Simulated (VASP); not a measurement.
# LiBBr4 (P4/mmm) in VASP: single point with PBE

Aim: the single point of LiBBr4 with PBE.

Program: VASP 6.6.1. These are calculated values, not measurements. Logs are shortened: lines on timing, memory, paths and dates and some standing lists are left out, and cuts for length are marked.

### Step 1. The cell of the first run

The structure is tetragonal, space group P4/mmm (No. 123). The conventional cell has a = 4.672 Å, b = 4.672 Å, c = 9.204 Å, α = 90.00°, β = 90.00°, γ = 90.00°. Li (site symmetry 4/mmm) has 6 Br at 2.34 to 3.22 Å within 3.3 Å. B (site symmetry 4/mmm) has 8 Br at 3.58 Å and 4 B at 4.67 Å within 4.7 Å. Br (site symmetry 4mm) has 1 Br at 2.77 Å and 1 Li at 3.22 Å and 4 B at 3.58 Å within 3.6 Å. Within 3.1 Å of Br (site symmetry mmm) lie 2 Li at 2.34 Å.

### Step 2. Single point, PBE

Input file POSCAR:

```
LiBBr4
1.0
    4.6723037955      0.0000000000      0.0000000000
    0.0000000000      4.6723037955      0.0000000000
    0.0000000000      0.0000000000      9.2039716145
Li B Br
1 1 4
Direct
    0.0000000000      0.0000000000      0.0000000000
    0.5000000000      0.5000000000      0.5000000000
    0.0000000000      0.0000000000      0.6503940946
    0.5000000000      0.0000000000      0.0000000000
    0.0000000000      0.5000000000      0.0000000000
    0.0000000000      0.0000000000      0.3496059054
```

Input file INCAR.step1:

```
ALGO = Normal
EDIFF = 1E-6
ENCUT = 520
GGA = PE
ISIF = 2
ISMEAR = 0
LASPH = True
LCHARG = True
LREAL = False
LWAVE = False
NBANDS = 26
NELM = 100
PREC = Accurate
SIGMA = 0.1
```

Input file KPOINTS.step1:

```
k-points
0
Gamma
  8 8 6
```

Input file INCAR.step2:

```
ALGO = Normal
EDIFF = 1E-6
ENCUT = 520
GGA = PE
ICHARG = 11
ISIF = 2
ISMEAR = -5
LASPH = True
LCHARG = False
LORBIT = 11
LREAL = False
LWAVE = False
NEDOS = 1001
NELM = 100
PREC = Accurate
SIGMA = 0.1
```

Input file KPOINTS.step2:

```
k-points
0
Gamma
  12 12 9
```

Potentials or basis: VASP PAW PBE potentials, release 64 (Li_sv, B, Br).

The run is started by

```
$ cat potpaw_PBE.64/Li_sv/POTCAR potpaw_PBE.64/B/POTCAR potpaw_PBE.64/Br/POTCAR > POTCAR
$ cp INCAR.step1 INCAR
$ cp KPOINTS.step1 KPOINTS
$ mpirun -np 1 vasp_std > vasp.out
$ cp INCAR.step2 INCAR
$ cp KPOINTS.step2 KPOINTS
$ mpirun -np 1 vasp_std > vasp.out
```

OUTCAR:

```text
EDIFF = 1E-6
   ENCUT = 520
   GGA = PE
   ICHARG = 11
   ISIF = 2
   ISMEAR = -5
   LASPH = True
   LORBIT = 11
   LREAL = False
   NELM = 100
   PREC = Accurate

 ion  position               nearest neighbor table
   1  0.000  0.000  0.000-   4 2.34   5 2.34   5 2.34   4 2.34
   2  0.500  0.500  0.500-
   3  0.000  0.000  0.650-   6 2.77
   4  0.500  0.000  0.000-   1 2.34   1 2.34
   5  0.000  0.500  0.000-   1 2.34   1 2.34
   6  0.000  0.000  0.350-   3 2.77

  LATTYP: Found a simple tetragonal cell.
 ALAT       =     4.6723037955
 C/A-ratio  =     1.9699000787

  Lattice vectors:

 A1 = (   4.6723037955,   0.0000000000,   0.0000000000)
 A2 = (   0.0000000000,   4.6723037955,   0.0000000000)
 A3 = (   0.0000000000,   0.0000000000,   9.2039716145)

Analysis of symmetry for initial positions (statically):
=====================================================================
 Subroutine PRICEL returns:
 Original cell was already a primitive cell.

 Routine SETGRP: Setting up the symmetry group for a
 simple tetragonal supercell.

 Subroutine GETGRP returns: Found 16 space group operations
 (whereof 16 operations were pure point group operations)
 out of a pool of 16 trial point group operations.

The static configuration has the point symmetry D_4h.

Analysis of symmetry for dynamics (positions and initial velocities):
=====================================================================
 Subroutine PRICEL returns:
 Original cell was already a primitive cell.

 Routine SETGRP: Setting up the symmetry group for a
 simple tetragonal supercell.

 Subroutine GETGRP returns: Found 16 space group operations
 (whereof 16 operations were pure point group operations)
 out of a pool of 16 trial point group operations.

The dynamic configuration has the point symmetry D_4h.

 Subroutine INISYM returns: Found 16 space group operations
 (whereof 16 operations are pure point group operations),
 and found     1 'primitive' translations

----------------------------------------------------------------------------------------

                                     Primitive cell

  volume of cell :     200.9266

[... 105 lines left out ...]
   ISYM   =      2    0-nonsym 1-usesym 2-fastsym
   POTIM  = 0.5000    time-step for ionic-motion
   TEBEG  =    0.0;   TEEND  =   0.0 temperature during run
   PSTRESS=    0.0 pullay stress
   NELECT =      34.0000    total number of electrons
   NUPDOWN=      -1.0000    fix difference up-down
   EMIN   =  10.00;   EMAX   =-10.00  energy-range for DOS
   EFERMI =   0.00;   METHOD = LEGACY
   ISMEAR =    -5;   SIGMA  =   0.10  broadening in eV -4-tet -1-fermi 0-gaus
   EFERMI_NEDOS =   21; number of points for ismear=-14 and -15
   IALGO  =     38    algorithm
   IMIX   =      4    mixing-type and parameters
     AMIX     =   0.40;   BMIX     =  1.00
     AMIX_MAG =   1.60;   BMIX_MAG =  1.00
  volume/ion in A,a.u.               =      33.49       225.99
  Fermi-wavevector in a.u.,A,eV,Ry     =   0.905500  1.711148 11.155839  0.819931
  Thomas-Fermi vector in A             =   2.029076
   LORBIT       =     11    0 simple, 1 ext, 2 COOP (PROOUT), +10 PAW based schemes
   GGA     = PE    functional components
   LHFCALC =     F    Hartree Fock is set to
   AEXX    =    0.0000 exact exchange contribution
   IVDW    =     0    specifies the selected vdW correction
   LEPSILON=     F    determine dielectric tensor
   LRPA    =     F    only Hartree local field effects (RPA)
 non-spin polarized calculation
 Fermi weights with tetrahedron method with Bloechl corrections
  energy-cutoff  :      520.00
  volume of cell :      200.93
 maximum number of plane-waves:      5458
 NGX is ok and might be reduce to    36

 number of electron      33.9999998 magnetization

 Free energy of the ion-electron system (eV)
  ---------------------------------------------------
  ext. energy  EPLUGINS =         0.00000000
  ---------------------------------------------------
  free energy    TOTEN  =       -11.76832984 eV

  energy without entropy =      -11.76832984  energy(sigma->0) =      -11.76832984

 E-fermi :  -0.8760     XC(G=0):  -7.1501

 val. band max:       -0.8321411443   @ k =   0.5000   0.5000   0.4444
 cond. band min:      -0.8786592546   @ k =   0.2500   0.0833   0.3333
 fundamental gap:     -0.0465181103
 Fermi energy:        -0.8759871294

 k-point     1 :       0.0000    0.0000    0.0000
  band No.  band energies     occupation
      1     -45.2227      2.00000
      2     -15.4386      2.00000
      3     -15.0135      2.00000
      4     -14.4346      2.00000
      5     -13.9192      2.00000
      6      -6.5376      2.00000
[... 565 lines left out ...]
     20      -0.0286      0.00000
     21       0.1765      0.00000

 [... further k-points ...]

------------------------ aborting loop because EDIFF is reached ----------------------------------------

  FORCE on cell =-STRESS in cart. coord.  units (eV):
  Direction    XX          YY          ZZ          XY          YZ          ZX
  --------------------------------------------------------------------------------------
  -------------------------------------------------------------------------------------
  Total       -0.1481913     -0.1481913      0.1110496      0.0000000      0.0000000      0.0000000
  in kB       -1.1816690     -1.1816690      0.8855029      0.0000000      0.0000000      0.0000000
  external PRESSURE =      -0.4926117 kB  Pullay stress =       0.0000000 kB

 VOLUME and BASIS-vectors are now :
 -----------------------------------------------------------------------------
  energy-cutoff  :      520.00
  volume of cell :      200.93
      direct lattice vectors                 reciprocal lattice vectors
     4.672303796  0.000000000  0.000000000     0.214027179  0.000000000  0.000000000
     0.000000000  4.672303796  0.000000000     0.000000000  0.214027179  0.000000000
     0.000000000  0.000000000  9.203971615     0.000000000  0.000000000  0.108648749

 POSITION                                       TOTAL-FORCE (eV/Angst)
 -----------------------------------------------------------------------------------
      0.00000      0.00000      0.00000         0.000000      0.000000      0.000000
      2.33615      2.33615      4.60199         0.000000      0.000000      0.000000
      0.00000      0.00000      5.98621         0.000000      0.000000     -0.072491
      2.33615      0.00000      0.00000         0.000000      0.000000      0.000000
      0.00000      2.33615      0.00000         0.000000      0.000000      0.000000
      0.00000      0.00000      3.21776        -0.000000      0.000000      0.072491
 -----------------------------------------------------------------------------------
    total drift:                                0.000000      0.000000     -0.000000

  FREE ENERGIE OF THE ION-ELECTRON SYSTEM (eV)
  ---------------------------------------------------
  free  energy   TOTEN  =       -11.7683298420 eV

  energy  without entropy=      -11.7683298420  energy(sigma->0) =      -11.76832984

 total charge

# of ion       s       p       d       tot
------------------------------------------
    1        2.027   0.068   0.000   2.095
    2        1.029   0.168   0.000   1.197
    3        1.630   3.076   0.010   4.716
    4        1.623   3.210   0.009   4.842
    5        1.623   3.210   0.009   4.842
    6        1.630   3.076   0.010   4.716
--------------------------------------------------
tot          9.561  12.808   0.039  22.409
```

It took 6.3 min on 1 thread of Intel Xeon 6975P-C (Granite Rapids), shared host; peak memory 0.66 GiB.

Results:

```
Valence electrons inside the program's atomic spheres : Li 2.10; B 1.20; Br 4.72, 4.84 (each value once)
```

Levels at points of the mesh, in eV from the Fermi level:
| k point | band 13 | band 14 | band 15 | band 16 | band 17 | band 18 | band 19 | band 20 | band 21 |
| --- | --- | --- | --- | --- | --- | --- | --- | --- | --- |
| (0.00, 0.00, 0.00) | -1.15 | -1.15 | -0.63 | -0.10 | -0.10 | 0.11 | 0.56 | 1.08 | 1.08 |
| (0.50, 0.00, 0.00) | -1.70 | -1.53 | -1.39 | -1.09 | -1.00 | 0.16 | 0.31 | 0.60 | 0.97 |
| (0.50, 0.50, 0.00) | -1.88 | -0.86 | -0.86 | -0.27 | 0.07 | 0.48 | 0.73 | 1.09 | 1.09 |

Caveat: the cutoff is under 1.25 times the usual one of these potentials, so pressure, stress and relaxed cells hold a basis-set (Pulay) error; tetrahedron occupations give inexact forces and stress in metals.
